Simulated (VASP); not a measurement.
Here is a VASP 6.6.1 calculation.

File POSCAR:

```
CsH
1.0
    3.0604800000      3.0604800000      0.0000000000
   -3.0604800000      3.0604800000      0.0000000000
    0.0000000000      0.0000000000      6.1209600000
Cs H
2 2
Direct
    0.0000000000      0.0000000000      0.0000000000
    0.5000000000      0.5000000000      0.5000000000
    0.5000000000      0.5000000000      0.0000000000
    0.0000000000      0.0000000000      0.5000000000
```

The input INCAR.step1:

```
PREC = Accurate
ENCUT = 520
ISMEAR = 0
SIGMA = 0.02
LREAL = F
LASPH = T
NELM = 80
NBANDS = 18
GGA = PE
ALGO = Normal
EDIFF = 1E-4
LWAVE = T
LCHARG = F
```

The input INCAR.step2:

```
PREC = Accurate
ENCUT = 520
EDIFF = 1E-6
ISMEAR = 0
SIGMA = 0.02
LREAL = F
LASPH = T
NELM = 80
ALGO = Normal
ISIF = 2
LWAVE = F
LCHARG = F
METAGGA = R2SCAN
LMIXTAU = T
NBANDS = 18
ISTART = 1
```

Contents of KPOINTS:

```
regular mesh
0
Gamma
  6 6 4
```

Potentials or basis: VASP PAW PBE potentials, release 64 (Cs_sv, H).

Run with:

```bash
$ cat potpaw_PBE.64/Cs_sv/POTCAR potpaw_PBE.64/H/POTCAR > POTCAR
$ cp INCAR.step1 INCAR
$ mpirun -np 1 vasp_std > vasp.out
$ cp INCAR.step2 INCAR
$ mpirun -np 1 vasp_std > vasp.out
```

**Question.** Predict the pressure.

**Answer.** 1.6 GPa.

**Question.** Estimate the band gap on the k mesh.

**Answer.** 2.50 eV.

Caveat: the cell differs from its parent crystal (equal strain along all axes, cell held: -4.0 %); the PAW data sets were made with another functional, which shifts forces and pressure a little; spin-orbit coupling is left out, which moves the levels of the heavy elements. A k mesh can miss the band edges.
